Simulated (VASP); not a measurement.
# CdSe (F-43m) in VASP: single point with PBE

Aim: the single point of CdSe with PBE.

Everything below comes from runs of VASP 6.6.1. Logs are shortened: lines on timing, memory, paths and dates and some standing lists are left out, and cuts for length are marked.

## 1. The cell of the first run

Symmetry: F-43m, No. 216, cubic system. The conventional cell has a = 6.141 Å, b = 6.141 Å, c = 6.141 Å, α = 90.00°, β = 90.00°, γ = 90.00°. Cd (site symmetry -43m) has 4 Se at 2.66 Å within 3.5 Å. Se (site symmetry -43m) has 4 Cd at 2.66 Å within 3.5 Å.

## 2. Single point, PBE

File INCAR:

```
SYSTEM = CdSe
  ALGO = Normal
  EDIFF = 1E-7
  ENCUT = 520
  GGA = PE
  ISIF = 2
  ISMEAR = 0
  LASPH = .TRUE.
  LCHARG = .FALSE.
  LREAL = .FALSE.
  LWAVE = .FALSE.
  NBANDS = 16
  NELM = 80
  PREC = Accurate
  SIGMA = 0.01
```

File KPOINTS:

```
k-points
0
G
  4 4 4
  0 0 0
```

File POSCAR:

```
CdSe
1.0
    0.0000000000      3.0702712000      3.0702712000
    3.0702712000      0.0000000000      3.0702712000
    3.0702712000      3.0702712000      0.0000000000
Cd Se
1 1
Direct
    0.0000000000      0.0000000000      0.0000000000
    0.7500000000      0.7500000000      0.7500000000
```

Potentials or basis: VASP PAW PBE potentials, release 64 (Cd, Se).

Started as:

```sh
$ cat potpaw_PBE.64/Cd/POTCAR potpaw_PBE.64/Se/POTCAR > POTCAR
$ mpirun -np 1 vasp_std > vasp.out
```

OUTCAR:

```text
SYSTEM = CdSe
   EDIFF = 1E-7
   ENCUT = 520
   GGA = PE
   ISIF = 2
   ISMEAR = 0
   LASPH = .TRUE.
   LREAL = .FALSE.
   NELM = 80
   PREC = Accurate

 ion  position               nearest neighbor table
   1  0.000  0.000  0.000-   2 2.66   2 2.66   2 2.66   2 2.66
   2  0.750  0.750  0.750-   1 2.66   1 2.66   1 2.66   1 2.66

  LATTYP: Found a face centered cubic cell.
 ALAT       =     6.1405424000

  Lattice vectors:

 A1 = (   0.0000000000,   3.0702712000,   3.0702712000)
 A2 = (   3.0702712000,   0.0000000000,   3.0702712000)
 A3 = (   3.0702712000,   3.0702712000,   0.0000000000)

Analysis of symmetry for initial positions (statically):
=====================================================================
 Subroutine PRICEL returns:
 Original cell was already a primitive cell.

 Routine SETGRP: Setting up the symmetry group for a
 face centered cubic supercell.

 Subroutine GETGRP returns: Found 24 space group operations
 (whereof 24 operations were pure point group operations)
 out of a pool of 48 trial point group operations.

The static configuration has the point symmetry T_d .

Analysis of symmetry for dynamics (positions and initial velocities):
=====================================================================
 Subroutine PRICEL returns:
 Original cell was already a primitive cell.

 Routine SETGRP: Setting up the symmetry group for a
 face centered cubic supercell.

 Subroutine GETGRP returns: Found 24 space group operations
 (whereof 24 operations were pure point group operations)
 out of a pool of 48 trial point group operations.

The dynamic configuration has the point symmetry T_d .

 Subroutine INISYM returns: Found 24 space group operations
 (whereof 24 operations are pure point group operations),
 and found     1 'primitive' translations

----------------------------------------------------------------------------------------

                                     Primitive cell

  volume of cell :      57.8842

  direct lattice vectors                    reciprocal lattice vectors
     0.000000000  3.070271200  3.070271200    -0.162852063  0.162852063  0.162852063
     3.070271200  0.000000000  3.070271200     0.162852063 -0.162852063  0.162852063
     3.070271200  3.070271200  0.000000000     0.162852063  0.162852063 -0.162852063

  length of vectors
     4.342019171  4.342019171  4.342019171     0.282068048  0.282068048  0.282068048

  position of ions in fractional coordinates (direct lattice)
     0.000000000  0.000000000  0.000000000
     0.750000000  0.750000000  0.750000000

  ion indices of the primitive-cell ions
   primitive index   ion index
                 1           1
                 2           2

----------------------------------------------------------------------------------------

 KPOINTS: k-points

Automatic generation of k-mesh.
 Grid dimensions read from file:
 generate k-points for:    4    4    4

 Generating k-lattice:

  Cartesian coordinates                     Fractional coordinates (reciprocal lattice)
    -0.040713016  0.040713016  0.040713016     0.250000000  0.000000000  0.000000000
     0.040713016 -0.040713016  0.040713016     0.000000000  0.250000000  0.000000000
     0.040713016  0.040713016 -0.040713016     0.000000000  0.000000000  0.250000000

  Length of vectors
     0.070517012  0.070517012  0.070517012

  Shift w.r.t. Gamma in fractional coordinates (k-lattice)
     0.000000000  0.000000000  0.000000000

 Subroutine IBZKPT returns following result:
 ===========================================

 Found      8 irreducible k-points:

 Following reciprocal coordinates:
            Coordinates               Weight
  0.000000  0.000000  0.000000      1.000000
  0.250000  0.000000  0.000000      8.000000
  0.500000  0.000000  0.000000      4.000000
  0.250000  0.250000  0.000000      6.000000
  0.500000  0.250000  0.000000     24.000000
 -0.250000  0.250000  0.000000     12.000000
  0.500000  0.500000  0.000000      3.000000
 -0.250000  0.500000  0.250000      6.000000
   k-points           NKPTS =      8   k-points in BZ     NKDIM =      8   number of bands    NBANDS=     16
   number of dos      NEDOS =    301   number of ions     NIONS =      2
   total plane-waves  NPLWV =  32768
   dimension x,y,z NGX =    32 NGY =   32 NGZ =   32
   dimension x,y,z NGXF=    64 NGYF=   64 NGZF=   64
   ions per type =               1   1
   NGX,Y,Z   is equivalent  to a cutoff of  12.25, 12.25, 12.25 a.u.
   NGXF,Y,Z  is equivalent  to a cutoff of  24.50, 24.50, 24.50 a.u.
 SYSTEM =  CdSe
   PREC   = accura    normal or accurate (medium, high low for compatibility)
   ISTART =      0    job   : 0-new  1-cont  2-samecut
   ICHARG =      2    charge: 1-file 2-atom 10-const
   ISPIN  =      1    spin polarized calculation?
   LNONCOLLINEAR =      F non collinear calculations
   LSORBIT =      F    spin-orbit coupling
   LASPH  =      T    aspherical Exc in radial PAW
   ENCUT  =  520.0 eV  38.22 Ry    6.18 a.u.   8.07  8.07  8.07*2*pi/ulx,y,z
   NELM   =     80;   NELMIN=  2; NELMDL= -5     # of ELM steps
   EDIFF  = 0.1E-06   stopping-criterion for ELM
   LREAL  =      F    real-space projection
   EDIFFG = 0.1E-05   stopping-criterion for IOM
   NSW    =      0    number of steps for IOM
   IBRION =     -1    ionic relax: 0-MD 1-quasi-New 2-CG
   NFREE  =      0    steps in history (QN), initial steepest desc. (CG)
   ISIF   =      2    stress and relaxation
   ISYM   =      2    0-nonsym 1-usesym 2-fastsym
   POTIM  = 0.5000    time-step for ionic-motion
   TEBEG  =    0.0;   TEEND  =   0.0 temperature during run
   PSTRESS=    0.0 pullay stress
   NELECT =      18.0000    total number of electrons
   NUPDOWN=      -1.0000    fix difference up-down
   EMIN   =  10.00;   EMAX   =-10.00  energy-range for DOS
   EFERMI =   0.00;   METHOD = LEGACY
   ISMEAR =     0;   SIGMA  =   0.01  broadening in eV -4-tet -1-fermi 0-gaus
   EFERMI_NEDOS =   21; number of points for ismear=-14 and -15
   IALGO  =     38    algorithm
   IMIX   =      4    mixing-type and parameters
     AMIX     =   0.40;   BMIX     =  1.00
     AMIX_MAG =   1.60;   BMIX_MAG =  1.00
  volume/ion in A,a.u.               =      28.94       195.31
  Fermi-wavevector in a.u.,A,eV,Ry     =   1.109121  2.095935 16.737199  1.230149
  Thomas-Fermi vector in A             =   2.245657
   LORBIT       =      0    0 simple, 1 ext, 2 COOP (PROOUT), +10 PAW based schemes
   GGA     = PE    functional components
   LHFCALC =     F    Hartree Fock is set to
   AEXX    =    0.0000 exact exchange contribution
   IVDW    =     0    specifies the selected vdW correction
   LEPSILON=     F    determine dielectric tensor
   LRPA    =     F    only Hartree local field effects (RPA)
 non-spin polarized calculation
 Gauss-broadening in eV      SIGMA  =   0.01
  energy-cutoff  :      520.00
  volume of cell :       57.88
 maximum number of plane-waves:      1588
   NGX = 17   NGY = 17   NGZ = 17

 number of electron      18.0000008 magnetization

 Free energy of the ion-electron system (eV)
  ---------------------------------------------------
  ext. energy  EPLUGINS =         0.00000000
  ---------------------------------------------------
  free energy    TOTEN  =        -5.44340362 eV

  energy without entropy =       -5.44340362  energy(sigma->0) =       -5.44340362

 E-fermi :   0.8051     XC(G=0):  -8.7438

 val. band max:        0.7470746625   @ k =   0.0000   0.0000   0.0000
 cond. band min:       1.2817098119   @ k =   0.0000   0.0000   0.0000
 fundamental gap:      0.5346351494
 Fermi energy:         0.8051357241

 k-point     1 :       0.0000    0.0000    0.0000
  band No.  band energies     occupation
      1     -11.6842      2.00000
      2      -7.1241      2.00000
      3      -7.1241      2.00000
      4      -7.1241      2.00000
      5      -6.7824      2.00000
      6      -6.7824      2.00000
      7       0.7471      2.00000
      8       0.7471      2.00000
      9       0.7471      2.00000
     10       1.2817      0.00000
     11       6.6595      0.00000
     12       6.6595      0.00000
     13       6.6595      0.00000
     14      10.4059      0.00000
     15      11.7647      0.00000
     16      11.7647      0.00000

 k-point     2 :       0.2500    0.0000    0.0000
  band No.  band energies     occupation
      1     -11.5110      2.00000
      2      -7.0738      2.00000
      3      -7.0738      2.00000
      4      -6.9224      2.00000
      5      -6.7802      2.00000
      6      -6.7802      2.00000
      7      -1.8573      2.00000
      8       0.3653      2.00000
      9       0.3653      2.00000
     10       2.9795      0.00000
     11       6.6594      0.00000
     12       7.1634      0.00000
     13       7.1634      0.00000
     14      10.7757      0.00000
     15      10.7757      0.00000
     16      10.8218      0.00000

 k-point     3 :       0.5000    0.0000    0.0000
  band No.  band energies     occupation
      1     -11.3353      2.00000
      2      -7.0377      2.00000
      3      -7.0377      2.00000
      4      -6.7605      2.00000
      5      -6.7605      2.00000
      6      -6.5058      2.00000
      7      -3.4886      2.00000
      8       0.0356      2.00000
      9       0.0356      2.00000
     10       3.0875      0.00000
     11       7.1628      0.00000
     12       7.1628      0.00000
     13       8.0807      0.00000
     14      10.7058      0.00000
     15      12.7830      0.00000
     16      12.7830      0.00000

 k-point     4 :       0.2500    0.2500    0.0000
  band No.  band energies     occupation
      1     -11.4545      2.00000
      2      -7.0127      2.00000
      3      -7.0127      2.00000
      4      -6.9688      2.00000
      5      -6.7866      2.00000
      6      -6.7555      2.00000
      7      -1.7751      2.00000
      8      -0.2351      2.00000
      9      -0.2351      2.00000
     10       3.9688      0.00000
     11       4.9601      0.00000
     12       8.3184      0.00000
     13       8.3184      0.00000
     14       8.5889      0.00000
     15      12.2821      0.00000
     16      13.8040      0.00000

 k-point     5 :       0.5000    0.2500    0.0000
  band No.  band energies     occupation
      1     -11.2817      2.00000
      2      -6.9949      2.00000
      3      -6.9587      2.00000
      4      -6.8393      2.00000
      5      -6.7507      2.00000
      6      -6.4730      2.00000
      7      -3.0816      2.00000
      8      -1.1678      2.00000
      9      -0.5296      2.00000
     10       4.4042      0.00000
     11       5.8500      0.00000
     12       7.8193      0.00000
     13       8.6122      0.00000
     14      10.5006      0.00000
     15      13.0155      0.00000
     16      13.6702      0.00000

 k-point     6 :      -0.2500    0.2500    0.0000
  band No.  band energies     occupation
      1     -11.3384      2.00000
      2      -7.0130      2.00000
      3      -7.0092      2.00000
      4      -6.7934      2.00000
      5      -6.7904      2.00000
      6      -6.5826      2.00000
      7      -2.7657      2.00000
      8      -1.2208      2.00000
      9       0.0123      2.00000
     10       4.4164      0.00000
     11       6.6108      0.00000
     12       7.0208      0.00000
     13       7.8199      0.00000
     14      10.3538      0.00000
     15      11.8893      0.00000
     16      13.6934      0.00000

 k-point     7 :       0.5000    0.5000    0.0000
  band No.  band energies     occupation
      1     -11.2255      2.00000
      2      -6.9443      2.00000
      3      -6.8848      2.00000
      4      -6.8848      2.00000
      5      -6.7286      2.00000
      6      -6.4437      2.00000
      7      -3.2181      2.00000
      8      -1.0153      2.00000
      9      -1.0153      2.00000
     10       3.9199      0.00000
     11       4.4595      0.00000
     12       9.7303      0.00000
     13      10.7801      0.00000
     14      10.7801      0.00000
     15      13.0873      0.00000
     16      14.0008      0.00000

 k-point     8 :      -0.2500    0.5000    0.2500
  band No.  band energies     occupation
      1     -11.2263      2.00000
      2      -6.9513      2.00000
      3      -6.9486      2.00000
      4      -6.8131      2.00000
      5      -6.7771      2.00000
      6      -6.3307      2.00000
      7      -3.1173      2.00000
      8      -1.3897      2.00000
      9      -1.3503      2.00000
     10       5.6508      0.00000
     11       5.9539      0.00000
     12       7.1498      0.00000
     13       8.3410      0.00000
     14      11.0654      0.00000
     15      13.2964      0.00000
     16      13.6816      0.00000

------------------------ aborting loop because EDIFF is reached ----------------------------------------

  FORCE on cell =-STRESS in cart. coord.  units (eV):
  Direction    XX          YY          ZZ          XY          YZ          ZX
  --------------------------------------------------------------------------------------
  -------------------------------------------------------------------------------------
  Total        0.6313823      0.6313823      0.6313823      0.0000000      0.0000000      0.0000000
  in kB       17.4760290     17.4760290     17.4760290      0.0000000      0.0000000      0.0000000
  external PRESSURE =      17.4760290 kB  Pullay stress =       0.0000000 kB

 VOLUME and BASIS-vectors are now :
 -----------------------------------------------------------------------------
  energy-cutoff  :      520.00
  volume of cell :       57.88
      direct lattice vectors                 reciprocal lattice vectors
     0.000000000  3.070271200  3.070271200    -0.162852063  0.162852063  0.162852063
     3.070271200  0.000000000  3.070271200     0.162852063 -0.162852063  0.162852063
     3.070271200  3.070271200  0.000000000     0.162852063  0.162852063 -0.162852063

 POSITION                                       TOTAL-FORCE (eV/Angst)
 -----------------------------------------------------------------------------------
      0.00000      0.00000      0.00000        -0.000000     -0.000000     -0.000000
      4.60541      4.60541      4.60541         0.000000      0.000000      0.000000
 -----------------------------------------------------------------------------------
    total drift:                                0.000001      0.000001      0.000000

  FREE ENERGIE OF THE ION-ELECTRON SYSTEM (eV)
  ---------------------------------------------------
  free  energy   TOTEN  =        -5.4434036219 eV

  energy  without entropy=       -5.4434036219  energy(sigma->0) =       -5.44340362
```

Wall time 4.7 s (1 thread of AMD EPYC 9R45 (Zen 5), shared host); peak memory 0.14 GiB.

What came out:

| Property | Result |
| --- | --- |
| Free energy | -5.4434 eV |
| Pressure | 1.7 GPa |
| Band gap on the k mesh | 0.53 eV, direct |

Levels at points of the mesh, in eV from the valence-band top:
| k point | band 7 | band 8 | band 9 | band 10 | band 11 | band 12 |
| --- | --- | --- | --- | --- | --- | --- |
| (0.00, 0.00, 0.00) | 0.00 | 0.00 | 0.00 | 0.53 | 5.91 | 5.91 |
| (0.50, 0.00, 0.00) | -4.24 | -0.71 | -0.71 | 2.34 | 6.42 | 6.42 |
| (0.50, 0.50, 0.00) | -3.97 | -1.76 | -1.76 | 3.17 | 3.71 | 8.98 |

Caveat: the k points lie up to 0.44 Å⁻¹ apart. PBE gaps usually lie below the measured ones, often by a third to a half.
